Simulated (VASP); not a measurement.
Set up this calculation in VASP 6.6.1, as the native input.

```
Task                   : single point
Functional             : PBEsol
Potentials or basis    : VASP PAW PBE potentials, release 64 (Al, Ni)
Cutoff                 : 520 eV
k mesh                 : 18 × 18 × 18
Occupations            : gaussian, width 0.1 eV
Spin                   : no spin polarisation
Dipole correction      : no
Further INCAR settings : ALGO = Fast; EDIFF = 1e-07; NBANDS = 14
```

The structure of AlNi lies in POSCAR:

```
AlNi
1.0
    2.8300188908      0.0000000000      0.0000000000
    0.0000000000      2.8300188908      0.0000000000
    0.0000000000      0.0000000000      2.8866252641
Al Ni
1 1
Direct
    0.0000000000      0.0000000000      0.0000000000
    0.5000000000      0.5000000000      0.5000000000
```

This cell differs from its parent crystal: biaxial strain in the a-b plane: -1.0 %.

The input as run:

INCAR

```
  ALGO = Fast
  EDIFF = 1E-7
  ENCUT = 520
  GGA = PS
  ISIF = 2
  ISMEAR = 0
  LASPH = T
  LCHARG = T
  LELF = T
  LREAL = F
  LVHAR = T
  LWAVE = F
  NBANDS = 14
  NELM = 100
  PREC = Accurate
  SIGMA = 0.1
```

KPOINTS

```
k-points
0
Gamma
  18 18 18
```

Potentials or basis: VASP PAW PBE potentials, release 64 (Al, Ni).

Command:

```sh
$ cat potpaw_PBE.64/Al/POTCAR potpaw_PBE.64/Ni/POTCAR > POTCAR
$ mpirun -np 1 vasp_std > vasp.out
```

It gave:

* Pressure: 2.7 GPa

Caveat: the cell differs from its parent crystal (biaxial strain in the a-b plane: -1.0 %); the PAW data sets were made with another functional, which shifts forces and pressure a little.

It took 99 s on 1 thread of AMD EPYC 9R45 96-Core Processor (Zen 5) (shared host), peak memory 0.26 GiB.
